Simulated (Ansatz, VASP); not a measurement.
## Two plane-wave programs on YCu2Sb3

File INCAR:

```
SYSTEM = YCu2Sb3
ALGO     = Normal         ! electronic algorithm
EDIFF    = 1E-6           ! SCF threshold, eV
ENCUT    = 520            ! plane-wave cutoff, eV
GGA      = PE             ! functional
ISIF     = 2              ! what is computed and relaxed
ISMEAR   = 0              ! smearing method
LASPH    = .True.         ! aspherical terms in the spheres
LCHARG   = .False.        ! write CHGCAR
LREAL    = .False.        ! projectors in reciprocal space
LWAVE    = .False.        ! write WAVECAR
NBANDS   = 33             ! bands
NELM     = 100            ! most SCF steps
PREC     = Accurate       ! precision mode
SIGMA    = 0.1            ! smearing width, eV
```

The input KPOINTS:

```
k-points
0
Gamma
  3 3 6
  0 0 0
```

Contents of POSCAR:

```
YCu2Sb3
1.0
    6.2416122400      0.0000000000      0.0000000000
   -3.1208061200      5.4053947600      0.0000000000
    0.0000000000      0.0000000000      3.6177620100
Y Cu Sb
1 2 3
Direct
    0.0000000000      0.0000000000      0.0000000000
    0.3333333300      0.6666666700      0.0000000000
    0.6666666700      0.3333333300      0.0000000000
    0.5000000000      0.0000000000      0.5000000000
    0.5000000000      0.5000000000      0.5000000000
    0.0000000000      0.5000000000      0.5000000000
```

Input for Ansatz:

```yaml
crystal:
  lattice:
    - [6.24161224, 0.0, 0.0]
    - [-3.12080612, 5.40539476, 0.0]
    - [0.0, 0.0, 3.61776201]
  atoms:
    - { symbol: "Y", position: [0.0, 0.0, 0.0] }
    - { symbol: Cu, position: [0.33333333, 0.66666667, 0.0] }
    - { symbol: Cu, position: [0.66666667, 0.33333333, 0.0] }
    - { symbol: Sb, position: [0.5, 0.0, 0.5] }
    - { symbol: Sb, position: [0.5, 0.5, 0.5] }
    - { symbol: Sb, position: [0.0, 0.5, 0.5] }
basis:
  ecutwfc: 420
kpoints:
  mp_grid: { grid: [3, 3, 6] }
hamiltonian:
  xc: pbe
scf:
  occupations: { method: gaussian, width: 0.1 }
  lower_state_search: "off"
output:
  forces: true
  stress: true
  eigenvalues: true
```

Change from the starting cell: species swapped into the GdCo3B2 type (P6/mmm, No. 191).

Alike in both runs: task single point; functional PBE; k mesh 3 × 3 × 6; occupations gaussian, width 0.1 eV; no spin polarisation.

```csv
,VASP,Ansatz
version,VASP 6.6.1,Ansatz 0.2.0
potentials or method,"VASP PAW PBE potentials, release 64 (Y_sv, Cu, Sb), cutoff 520 eV","scalar-relativistic, plane waves, PAW"
valence electrons in the cell,48,94
```

```tsv
	VASP	Ansatz	Ansatz less VASP
gap on the k mesh at the Fermi level (eV)	none	none	-
pressure (GPa)	15.8	15.8	+0.03
traceless stress, the component that is largest in VASP (GPa)	4.28	4.26	-0.019
```

A gap of «none» marks a metal or a gap that the smearing closes. VASP's potentials hold 48 valence electrons a cell and Ansatz's 94, so a difference there can come from the potentials and not from the codes.

The k mesh is coarse, so the values compare programs but aren't converged. Neither program's run includes spin-orbit coupling.
